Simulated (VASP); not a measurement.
The system is Mo.

```
Mo
1.0
     0.00000    2.01500    2.01500
     2.01500    0.00000    2.01500
     2.01500    2.01500    0.00000
Mo
1
Direct
  0.00000 0.00000 0.00000
```

Base run:

- Program: VASP 6.6.1
- Functional: BLYP
- Potentials or basis: VASP PAW PBE potentials, release 64 (Mo_sv)
- Cutoff: 520 eV
- k mesh: 8 × 8 × 8
- Occupations: fermi-dirac, width 0.05 eV
- Spin: non-collinear spin, zero start, spin-orbit coupling
- Starting moments: [[0.0, 0.0, 0.0]] μB

Its results: pressure 4.7 GPa; net moment 0.00 μB per cell.

Problem. The run is repeated on the same cell with these changes: k mesh from 8 × 8 × 8 to 11 × 11 × 11; dispersion from none to D3(BJ). What comes out?

Solution. Pressure -11.5 GPa; net moment 0.00 μB per cell.

Several settings changed at once, so the effect can't be laid on one alone.

Caveats: the PAW data sets were made with another functional, which shifts forces and pressure a little; three body term missing (some runs).
